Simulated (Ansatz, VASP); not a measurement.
Two plane-wave programs on In2GeO6

```
In Ge O
1.0
     0.00000    3.84086    3.84086
     3.84086    0.00000    3.84086
     3.84086    3.84086    0.00000
In Ge O
2 1 6
Direct
  0.25000 0.25000 0.25000
  0.75000 0.75000 0.75000
  0.00000 0.00000 0.00000
  0.76500 0.23500 0.23500
  0.23500 0.76500 0.23500
  0.23500 0.76500 0.76500
  0.76500 0.23500 0.76500
  0.23500 0.23500 0.76500
  0.76500 0.76500 0.23500
```

Change from the starting cell: species swapped into the K2MoCl6 type (Fm-3m, No. 225).

Alike in both runs: task single point; functional PBE; k mesh 4 × 4 × 4; occupations gaussian, width 0.1 eV; no spin polarisation.

```csv
,VASP,Ansatz
version,VASP 6.6.1,Ansatz 0.2.0
potentials or method,"VASP PAW PBE potentials, release 64 (In_d, Ge_d, O), cutoff 520 eV","scalar-relativistic, plane waves, PAW"
valence electrons in the cell,76,76
```

```csv
,VASP,Ansatz,Ansatz less VASP
gap on the k mesh at the Fermi level (eV),none,none,-
pressure (GPa),-2.6,-2.7,-0.10
rms of the force components (eV/Å),0.911,0.901,-0.0107
```

Atom by atom the forces differ by 0.011 eV/Å (rms over components). A gap of «none» marks a metal or a gap that the smearing closes. With one functional, cell and mesh, what is left measures potentials, basis and numerics.
